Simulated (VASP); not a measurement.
Wanted: the native input for a VASP 6.6.1 run.

| Property | Result |
| --- | --- |
| Task | single point |
| Functional | PBE-based screened hybrid with 100 % exact exchange |
| Potentials or basis | VASP PAW PBE potentials, release 64 (Pt, Se) |
| Cutoff | 400 eV |
| k mesh | 4 × 4 × 4 |
| Occupations | gaussian, width 0.01 eV |
| Spin | no spin polarisation |
| Dipole correction | no |
| Grid for exact exchange (PRECFOCK) | Normal |
| Share of exact exchange | 1 |
| Further INCAR settings | ALGO = Normal; EDIFF = 1e-06; NBANDS = 18 |
| Screening parameter | 0.5 1/Å |

Crystal: PtSe2.

```xyz
3
Lattice="1.8457 1.0656 5.7607 -1.8457 1.0656 5.7607 0.0000 -2.1312 5.7607" Properties=species:S:1:pos:R:3 pbc="T T T"
Pt    0.0000    0.0000    0.0000
Se    0.0000    0.0000    4.4377
Se    0.0000    0.0000   12.8444
```

One way to write it, as run:

POSCAR

```
PtSe2
1.0
    1.8457016919      1.0656163687      5.7607123393
   -1.8457016919      1.0656163687      5.7607123393
    0.0000000000     -2.1312327373      5.7607123393
Pt Se
1 2
Direct
    0.0000000000      0.0000000000      0.0000000000
    0.2567812155      0.2567812155      0.2567812155
    0.7432187845      0.7432187845      0.7432187845
```

INCAR.step1

```
PREC = Accurate ; ENCUT = 400
EDIFF = 1E-5 ; ISMEAR = 0
SIGMA = 0.01 ; LREAL = False
LASPH = True ; NELM = 120
ALGO = Normal ; ISIF = 2
LWAVE = True ; LCHARG = False
NBANDS = 18 ; GGA = PE
GGA_COMPAT = False
```

INCAR.step2

```
PREC = Accurate ; ENCUT = 400
EDIFF = 1E-6 ; ISMEAR = 0
SIGMA = 0.01 ; LREAL = False
LASPH = True ; NELM = 120
ALGO = Normal ; ISIF = 2
LWAVE = False ; LCHARG = False
GGA = PE ; LHFCALC = True
AEXX = 1.0 ; HFSCREEN = 0.5
PRECFOCK = Normal ; NBANDS = 18
ISTART = 1 ; ALDAC = 1.0
AGGAC = 1.0 ; GGA_COMPAT = False
```

KPOINTS

```
Automatic mesh
0
Gamma
  4 4 4
```

Potentials or basis: VASP PAW PBE potentials, release 64 (Pt, Se).

The run is started by

```console
$ cat potpaw_PBE.64/Pt/POTCAR potpaw_PBE.64/Se/POTCAR > POTCAR
$ cp INCAR.step1 INCAR
$ mpirun -np 1 vasp_std > vasp.out
$ cp INCAR.step2 INCAR
$ mpirun -np 1 vasp_std > vasp.out
```

Results of the run:

```yaml
Pressure: -7.9 GPa
Largest_force: 1.119 eV/Å
Band_gap_on_the_k_mesh: 1.15 eV (least direct gap 2.23 eV)
```

Caveat: the k points lie up to 0.50 Å⁻¹ apart; the PAW data sets were made with another functional, which shifts forces and pressure a little; spin-orbit coupling is left out, which moves the levels of the heavy elements.

It took 31 min on 1 thread of Intel(R) Xeon(R) 6975P-C (Granite Rapids), with other jobs on the host, peak memory 0.34 GiB.
